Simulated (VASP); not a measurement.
Input of a VASP 6.6.1 run:

The input INCAR:

```
SYSTEM = HfN
ALGO = Normal
EDIFF = 1E-6
ENCUT = 600
GGA = PE
GGA_COMPAT = .False.
ISIF = 2
ISMEAR = 1
LASPH = .True.
LCHARG = .False.
LREAL = .False.
LWAVE = .False.
NBANDS = 23
NELM = 120
PREC = Accurate
SIGMA = 0.1
```

Contents of KPOINTS:

```
k-points
0
Gamma
  6 6 4
  0 0 0
```

Contents of POSCAR:

```
HfN
1.0
    3.1339080219      0.0000000000      0.0000000000
   -1.5669540110      2.7140439601      0.0000000000
    0.0000000000      0.0000000000      5.4167677200
Hf N
2 2
Direct
    0.6666666667      0.3333333333      0.7500000000
    0.3333333333      0.6666666667      0.2500000000
    0.0000000000      0.0000000000      0.0000000000
    0.0000000000      0.0000000000      0.5000000000
```

Potentials or basis: VASP PAW PBE potentials, release 64 (Hf_pv, N).

Command:

```sh
$ cat potpaw_PBE.64/Hf_pv/POTCAR potpaw_PBE.64/N/POTCAR > POTCAR
$ mpirun -np 1 vasp_std > vasp.out
```

Estimate the pressure.

3.8 GPa.

What does it give for the band gap on the k mesh?

Zero (band 15 reaches 9.80 eV, above the bottom of band 16 at 7.49 eV).

Stress tensor (GPa, compression positive):
```
3.36 0.00 0.00
0.00 3.36 0.00
0.00 0.00 4.80
```

Caveat: the k points lie up to 0.39 Å⁻¹ apart; spin-orbit coupling is left out, which moves the levels of the heavy elements.
